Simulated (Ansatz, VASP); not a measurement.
# Co in VASP and in Ansatz

```
Co
1.0
     0.00000    1.79111    1.79111
     1.79111    0.00000    1.79111
     1.79111    1.79111    0.00000
Co
1
Direct
  0.00000 0.00000 0.00000
```

Change from the starting cell: volume scaled by 1.06.

Alike in both runs: task single point; functional PBE; k mesh 13 × 13 × 13; occupations fermi-dirac, width 0.05 eV; collinear spin.

|  | VASP | Ansatz |
| --- | --- | --- |
| version | VASP 6.6.1 | Ansatz 0.2.0 |
| potentials or method | VASP PAW PBE potentials, release 64 (Co), cutoff 520 eV | all-electron LAPW, scalar-relativistic |

VASP gave:

| Item | Value |
| --- | --- |
| gap on the k mesh at the Fermi level (eV) | none |
| pressure (GPa) | -10.8 |
| net moment per atom (μB) | 1.64 |
| size of the moment on the site where the two differ most (μB) | 1.67 |

Problem. Estimate Ansatz's values.

Solution. gap on the k mesh at the Fermi level (eV): none; pressure (GPa): -10.4; net moment per atom (μB): 1.65; size of the moment on the site where the two differ most (μB): 1.71.

Site moments also hang on the region over which each program counts them. A gap of «none» marks a metal or a gap that the smearing closes. Ansatz ran all-electron here, and VASP with PAW potentials.
